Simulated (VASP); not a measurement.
# CuI (Marshite) (F-43m) in VASP: notebook, part 2 of 2

VASP 6.6.1.

## 4. Single point, LDA

This run uses another cell than the first one, of 26.18 Å³/atom, 1.074 times its volume.

File INCAR:

```
SYSTEM = CuI
PREC = Accurate ; ENCUT = 520
EDIFF = 1E-6 ; ISMEAR = 0
SIGMA = 0.01 ; LREAL = .False.
LASPH = .True. ; NELM = 100
ALGO = Normal ; ISIF = 2
LWAVE = .False. ; LCHARG = .False.
GGA = CA ; NBANDS = 16
```

File KPOINTS:

```
regular mesh
0
Gamma
  6 6 6
  0 0 0
```

File POSCAR:

```
CuI
1.0
    2.9694282448      2.9694282448      0.0000000000
   -2.9694282448      2.9694282448      0.0000000000
    0.0000000000      2.9694282448      2.9694282448
Cu I
1 1
Direct
    0.7500000000      0.2500000000      0.5000000000
    0.0000000000      0.0000000000      0.0000000000
```

Potentials or basis: VASP PAW LDA potentials, release 64 (Cu, I).

Launch:

```bash
cat potpaw_LDA.64/Cu/POTCAR potpaw_LDA.64/I/POTCAR > POTCAR
mpirun -np 1 vasp_std > vasp.out
```

OUTCAR:

```text
SYSTEM = CuI
   PREC = Accurate
   ENCUT = 520
   EDIFF = 1E-6
   ISMEAR = 0
   LREAL = .False.
   LASPH = .True.
   NELM = 100
   ISIF = 2
   GGA = CA

 ion  position               nearest neighbor table
   1  0.750  0.250  0.500-   2 2.57   2 2.57   2 2.57   2 2.57
   2  0.000  0.000  0.000-   1 2.57   1 2.57   1 2.57   1 2.57

  LATTYP: Found a face centered cubic cell.
 ALAT       =     5.9388564896

  Lattice vectors:

 A1 = (   0.0000000000,   2.9694282448,   2.9694282448)
 A2 = (   2.9694282448,   0.0000000000,   2.9694282448)
 A3 = (   2.9694282448,   2.9694282448,   0.0000000000)

Analysis of symmetry for initial positions (statically):
=====================================================================
 Subroutine PRICEL returns:
 Original cell was already a primitive cell.

 Routine SETGRP: Setting up the symmetry group for a
 face centered cubic supercell.

 Subroutine GETGRP returns: Found 24 space group operations
 (whereof 24 operations were pure point group operations)
 out of a pool of 48 trial point group operations.

The static configuration has the point symmetry T_d .

Analysis of symmetry for dynamics (positions and initial velocities):
=====================================================================
 Subroutine PRICEL returns:
 Original cell was already a primitive cell.

 Routine SETGRP: Setting up the symmetry group for a
 face centered cubic supercell.

 Subroutine GETGRP returns: Found 24 space group operations
 (whereof 24 operations were pure point group operations)
 out of a pool of 48 trial point group operations.

The dynamic configuration has the point symmetry T_d .

 Subroutine INISYM returns: Found 24 space group operations
 (whereof 24 operations are pure point group operations),
 and found     1 'primitive' translations

----------------------------------------------------------------------------------------

[... 101 lines left out ...]
   IMIX   =      4    mixing-type and parameters
     AMIX     =   0.40;   BMIX     =  1.00
     AMIX_MAG =   1.60;   BMIX_MAG =  1.00
  volume/ion in A,a.u.               =      26.18       176.69
  Fermi-wavevector in a.u.,A,eV,Ry     =   1.146787  2.167114 17.893306  1.315121
  Thomas-Fermi vector in A             =   2.283470
   LORBIT       =      0    0 simple, 1 ext, 2 COOP (PROOUT), +10 PAW based schemes
   GGA     = CA    functional components
   LHFCALC =     F    Hartree Fock is set to
   AEXX    =    0.0000 exact exchange contribution
   IVDW    =     0    specifies the selected vdW correction
   LEPSILON=     F    determine dielectric tensor
   LRPA    =     F    only Hartree local field effects (RPA)
 non-spin polarized calculation
 Gauss-broadening in eV      SIGMA  =   0.01
  energy-cutoff  :      520.00
  volume of cell :       52.37
 maximum number of plane-waves:      1420
   NGX = 15   NGY = 15   NGZ = 15

 number of electron      17.9999993 magnetization

 Free energy of the ion-electron system (eV)
  ---------------------------------------------------
  ext. energy  EPLUGINS =         0.00000000
  ---------------------------------------------------
  free energy    TOTEN  =        -6.98182812 eV

  energy without entropy =       -6.98182812  energy(sigma->0) =       -6.98182812

 E-fermi :   4.9652     XC(G=0):  -9.5868

 val. band max:        4.8726150231   @ k =   0.0000   0.0000   0.0000
 cond. band min:       6.0396057954   @ k =   0.0000   0.0000   0.0000
 fundamental gap:      1.1669907723
 Fermi energy:         4.9651833501

 k-point     1 :       0.0000    0.0000    0.0000
  band No.  band energies     occupation
      1      -9.4538      2.00000
      2       0.9454      2.00000
      3       0.9454      2.00000
      4       0.9454      2.00000
      5       2.6804      2.00000
      6       2.6804      2.00000
[... 281 lines left out ...]
      3       0.3162      2.00000
      4       0.8314      2.00000
      5       2.6213      2.00000
      6       2.6313      2.00000
[... 8 lines left out ...]
     15      16.7265      0.00000
     16      17.1204      0.00000

------------------------ aborting loop because EDIFF is reached ----------------------------------------

  FORCE on cell =-STRESS in cart. coord.  units (eV):
  Direction    XX          YY          ZZ          XY          YZ          ZX
  --------------------------------------------------------------------------------------
  -------------------------------------------------------------------------------------
  Total       -0.5820357     -0.5820357     -0.5820357      0.0000000      0.0000000      0.0000000
  in kB      -17.8078597    -17.8078597    -17.8078597      0.0000000      0.0000000      0.0000000
  external PRESSURE =     -17.8078597 kB  Pullay stress =       0.0000000 kB

 VOLUME and BASIS-vectors are now :
 -----------------------------------------------------------------------------
  energy-cutoff  :      520.00
  volume of cell :       52.37
      direct lattice vectors                 reciprocal lattice vectors
     2.969428245  2.969428245  0.000000000     0.168382584  0.168382584 -0.168382584
    -2.969428245  2.969428245  0.000000000    -0.168382584  0.168382584 -0.168382584
     0.000000000  2.969428245  2.969428245     0.000000000  0.000000000  0.336765167

 POSITION                                       TOTAL-FORCE (eV/Angst)
 -----------------------------------------------------------------------------------
      1.48471      4.45414      1.48471         0.000000      0.000000      0.000000
      0.00000      0.00000      0.00000        -0.000000     -0.000000      0.000000
 -----------------------------------------------------------------------------------
    total drift:                                0.000000     -0.000000     -0.000000

  FREE ENERGIE OF THE ION-ELECTRON SYSTEM (eV)
  ---------------------------------------------------
  free  energy   TOTEN  =        -6.9818281236 eV

  energy  without entropy=       -6.9818281236  energy(sigma->0) =       -6.98182812
```

OSZICAR:

```text
N       E                     dE             d eps       ncg     rms          rms(c)
DAV:   1     0.941869728696E+02    0.94187E+02   -0.74932E+03   512   0.121E+03
DAV:   2    -0.155318788866E+01   -0.95740E+02   -0.87391E+02   552   0.230E+02
DAV:   3    -0.711642552248E+01   -0.55632E+01   -0.54875E+01   672   0.588E+01
DAV:   4    -0.727646220417E+01   -0.16004E+00   -0.15997E+00   616   0.960E+00
DAV:   5    -0.728511449483E+01   -0.86523E-02   -0.86511E-02   816   0.244E+00    0.606E+00
DAV:   6    -0.718593422845E+01    0.99180E-01   -0.34859E+00   528   0.530E+01    0.382E+00
DAV:   7    -0.698839718996E+01    0.19754E+00   -0.84256E-01   560   0.323E+01    0.186E+00
DAV:   8    -0.698531569490E+01    0.30815E-02   -0.45863E-02   808   0.325E+00    0.495E-01
DAV:   9    -0.698196918789E+01    0.33465E-02   -0.87491E-03   656   0.286E+00    0.248E-01
DAV:  10    -0.698197303381E+01   -0.38459E-05   -0.54860E-04   744   0.158E-01    0.161E-01
DAV:  11    -0.698182938462E+01    0.14365E-03   -0.79505E-04   688   0.945E-01    0.306E-02
DAV:  12    -0.698183035643E+01   -0.97181E-06   -0.90272E-05   752   0.137E-01    0.395E-02
DAV:  13    -0.698182883504E+01    0.15214E-05   -0.38440E-06   832   0.195E-02    0.122E-02
DAV:  14    -0.698182812356E+01    0.71148E-06   -0.85339E-07   368   0.322E-02
   1 F= -.69818281E+01 E0= -.69818281E+01  d E =-.478320E-41
```

stdout:

```text
POSCAR found type information on POSCAR CuI
 POSCAR found :  2 types and       2 ions
 scaLAPACK will be used
 LDA part: xc-table for (Slater(with rela. corr.)+CA(PZ))
 , standard interpolation
 POSCAR, INCAR and KPOINTS ok, starting setup
 FFT: planning ... GRIDC
 FFT: planning ... GRID_SOFT
 FFT: planning ... GRID
 WAVECAR not read
 entering main loop
```

Run time: 11 s. Hardware: 1 thread of Intel Xeon 6975P-C (Granite Rapids), shared host; peak memory 0.15 GiB.

What came out:

```yaml
Free_energy: -6.9818 eV
Pressure: -1.8 GPa
Band_gap_on_the_k_mesh: 1.17 eV, direct
```

Levels at points of the mesh, in eV from the valence-band top:
| k point | band 6 | band 7 | band 8 | band 9 | band 10 | band 11 | band 12 | band 13 |
| --- | --- | --- | --- | --- | --- | --- | --- | --- |
| (0.00, 0.00, 0.00) | -2.19 | 0.00 | 0.00 | 0.00 | 1.17 | 4.80 | 4.80 | 4.80 |
| (0.50, 0.00, 0.00) | -2.16 | -2.11 | -0.83 | -0.83 | 2.12 | 5.35 | 5.35 | 7.34 |
| (0.50, 0.50, 0.00) | -2.12 | -2.10 | -1.78 | -1.78 | 2.50 | 2.81 | 9.48 | 10.03 |

Caveat: spin-orbit coupling is left out, which moves the levels of the heavy elements.

## 5. Relaxation of cell and atoms, LDA

This run uses another cell than the first one, of 27.86 Å³/atom, 1.142 times its volume.

File INCAR:

```
SYSTEM = CuI
PREC = Accurate
ENCUT = 600
EDIFF = 1E-6
ISMEAR = -1
SIGMA = 0.1
LREAL = .FALSE.
LASPH = .TRUE.
NELM = 80
ALGO = Normal
ISIF = 3
LWAVE = .FALSE.
LCHARG = .FALSE.
GGA = CA
IBRION = 2
NSW = 100
EDIFFG = -0.002
```

File KPOINTS:

```
regular mesh
0
G
  10 10 10
  0 0 0
```

File POSCAR:

```
CuI
1.0
    3.0315000000      3.0315000000      0.0000000000
   -3.0315000000      3.0315000000      0.0000000000
    0.0000000000      3.0315000000      3.0315000000
Cu I
1 1
Direct
    0.7500000000      0.2500000000      0.5000000000
    0.0000000000      0.0000000000      0.0000000000
```

Potentials or basis: VASP PAW LDA potentials, release 64 (Cu, I).

Launch:

```bash
cat potpaw_LDA.64/Cu/POTCAR potpaw_LDA.64/I/POTCAR > POTCAR
mpirun -np 1 vasp_std > vasp.out
```

OUTCAR:

```text
SYSTEM = CuI
   PREC = Accurate
   ENCUT = 600
   EDIFF = 1E-6
   ISMEAR = -1
   LREAL = .FALSE.
   LASPH = .TRUE.
   NELM = 80
   ISIF = 3
   GGA = CA
   IBRION = 2
   NSW = 100
   EDIFFG = -0.002

 ion  position               nearest neighbor table
   1  0.750  0.250  0.500-   2 2.63   2 2.63   2 2.63   2 2.63
   2  0.000  0.000  0.000-   1 2.63   1 2.63   1 2.63   1 2.63

  LATTYP: Found a face centered cubic cell.
 ALAT       =     6.0630000000

  Lattice vectors:

 A1 = (   0.0000000000,   3.0315000000,   3.0315000000)
 A2 = (   3.0315000000,   0.0000000000,   3.0315000000)
 A3 = (   3.0315000000,   3.0315000000,   0.0000000000)

Analysis of symmetry for initial positions (statically):
=====================================================================
 Subroutine PRICEL returns:
 Original cell was already a primitive cell.

 Routine SETGRP: Setting up the symmetry group for a
 face centered cubic supercell.

 Subroutine GETGRP returns: Found 24 space group operations
 (whereof 24 operations were pure point group operations)
 out of a pool of 48 trial point group operations.

The static configuration has the point symmetry T_d .

Analysis of symmetry for dynamics (positions and initial velocities):
=====================================================================
 Subroutine PRICEL returns:
 Original cell was already a primitive cell.

 Routine SETGRP: Setting up the symmetry group for a
 face centered cubic supercell.

 Subroutine GETGRP returns: Found 24 space group operations
[... 150 lines left out ...]
  free energy    TOTEN  =        -6.91878316 eV

  energy without entropy =       -6.91869745  energy(sigma->0) =       -6.91874030

 E-fermi :   4.8149     XC(G=0):  -9.3093

 val. band max:        4.1642819109   @ k =   0.0000   0.0000   0.0000
 cond. band min:       5.1618721685   @ k =   0.0000   0.0000   0.0000
 fundamental gap:      0.9975902576
 Fermi energy:         4.8148582164

 k-point     1 :       0.0000    0.0000    0.0000
  band No.  band energies     occupation
      1      -9.8175      2.00000
      2       0.5384      2.00000
      3       0.5384      2.00000
      4       0.5384      2.00000
      5       2.2456      2.00000
      6       2.2456      2.00000
      7       4.1643      1.99701
      8       4.1643      1.99701
      9       4.1643      1.99701
     10       5.1619      0.06035
     11       9.0324      0.00000
     12       9.0324      0.00000
     13       9.0324      0.00000
[... 511 lines left out ...]
--------------------------------------- Ionic step        5  -------------------------------------------

 number of electron      18.0000003 magnetization

 Free energy of the ion-electron system (eV)
  ---------------------------------------------------
  ext. energy  EPLUGINS =         0.00000000
  ---------------------------------------------------
  free energy    TOTEN  =        -6.99747982 eV

  energy without entropy =       -6.99745811  energy(sigma->0) =       -6.99746896

 E-fermi :   6.0826     XC(G=0):  -9.7532

 val. band max:        5.3091813059   @ k =   0.0000   0.0000   0.0000
 cond. band min:       6.5866969246   @ k =   0.0000   0.0000   0.0000
 fundamental gap:      1.2775156188
 Fermi energy:         6.0825746028

 k-point     1 :       0.0000    0.0000    0.0000
  band No.  band energies     occupation
      1      -9.2369      2.00000
      2       1.1909      2.00000
      3       1.1909      2.00000
      4       1.1909      2.00000
      5       2.9422      2.00000
      6       2.9422      2.00000
      7       5.3092      1.99912
      8       5.3092      1.99912
      9       5.3092      1.99912
     10       6.5867      0.01285
     11      10.0633      0.00000
     12      10.0633      0.00000
     13      10.0633      0.00000
[... 397 lines left out ...]
  FREE ENERGIE OF THE ION-ELECTRON SYSTEM (eV)
  ---------------------------------------------------
  free  energy   TOTEN  =        -6.9974798151 eV

  energy  without entropy=       -6.9974581125  energy(sigma->0) =       -6.99746896

 reached required accuracy - stopping structural energy minimisation
```

It took 3.6 min on 1 thread of Intel Xeon 6975P-C, shared host; peak memory 0.21 GiB.

Results:

```yaml
Free_energy: -6.9975 eV
Relaxed_volume: 25.25 Å³/atom
Relaxed_cell: a = 4.149 Å, b = 4.149 Å, c = 4.149 Å, α = 60.00°, β = 60.00°, γ = 90.00°
Space_group_after_relaxing_to_0.05_Å: F-43m (No. 216)
Energy_gained_by_relaxing: 39.3 meV/atom
Ionic_steps: 5
Pressure_after_relaxing: 0.0 GPa
Band_gap_on_the_k_mesh: 1.28 eV, direct
```

The path:
```tsv
step	energy change (eV)	largest force (eV/Å)	pressure (GPa)	volume (Å³)
1	0.0000	0.0000	-4.25	55.72
2	-0.0779	0.0000	0.43	49.97
3	-0.0787	0.0000	0.12	50.36
4	-0.0787	0.0000	-0.04	50.49
5	-0.0787	0.0000	-0.01	50.49
```

Final structure:
```
CELL_PARAMETERS angstrom
2.93356 2.93356 0.00000
-2.93356 2.93356 0.00000
0.00000 2.93356 2.93356
ATOMIC_POSITIONS crystal
Cu 0.75000 0.25000 0.50000
I 0.00000 0.00000 0.00000
```

Caveat: spin-orbit coupling is left out, which moves the levels of the heavy elements. Expect the measured gap to be larger: semilocal functionals such as LDA lack the derivative discontinuity.

## 6. The runs side by side

```csv
task,cell,k mesh,cutoff (eV),smearing,gap on the mesh (eV),pressure (GPa)
single point,"a = 4.101 Å, angles 60.0, 60.0, 90.0°, 2 atoms",6 × 6 × 6,520,gaussian 0.01 eV,1.39,2.2
single point,"a = 4.199 Å, angles 60.0, 60.0, 90.0°, 2 atoms",6 × 6 × 6,520,gaussian 0.01 eV,1.17,-1.8
relaxation of cell and atoms,"relaxed from a = 4.287 Å, angles 60.0, 60.0, 90.0°, 2 atoms",10 × 10 × 10,600,fermi-dirac 0.1 eV,1.28,0.0
```

Alike in all rows: level LDA; potentials or basis VASP PAW LDA potentials, release 64 (Cu, I); no spin polarisation.

Caveats: spin-orbit coupling is left out, which moves the levels of the heavy elements.

Absolute energies hang on the potentials; compare differences alone.
